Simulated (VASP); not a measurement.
VCrC2:

```
Cr V C
1.0
     1.46063    0.84330    4.73939
    -1.46063    0.84330    4.73939
     0.00000   -1.68659    4.73939
Cr V C
1 1 2
Direct
  0.50000 0.50000 0.50000
  0.00000 0.00000 0.00000
  0.24876 0.24876 0.24876
  0.75124 0.75124 0.75124
```

Base run:

| Property | Result |
| --- | --- |
| Program | VASP 6.6.1 |
| Functional | PBE |
| Potentials or basis | VASP PAW PBE potentials, release 64 (Cr_pv, V_sv, C) |
| Cutoff | 520 eV |
| k mesh | 11 × 11 × 11 |
| Occupations | fermi-dirac, width 0.05 eV |
| Spin | no spin polarisation |

Its results: pressure -2.6 GPa; largest force 0.023 eV/Å.

Task: The run is repeated on the same cell with these changes: spin from no spin polarisation to collinear spin, ferrimagnetic start; further incar settings from ALGO = Normal; EDIFF = 1e-06; NBANDS = 24 to ALGO = Normal; EDIFF = 1e-07; NBANDS = 28. What comes out?

Result: Pressure -2.5 GPa; net moment 0.22 μB per cell; site moments Cr +0.23; V +0.00; C -0.01 μB; largest force 0.013 eV/Å.

Caveats: an empty level that is flat over the whole mesh can mark a ghost state of the potentials, or a narrow d or f band (at least some runs).
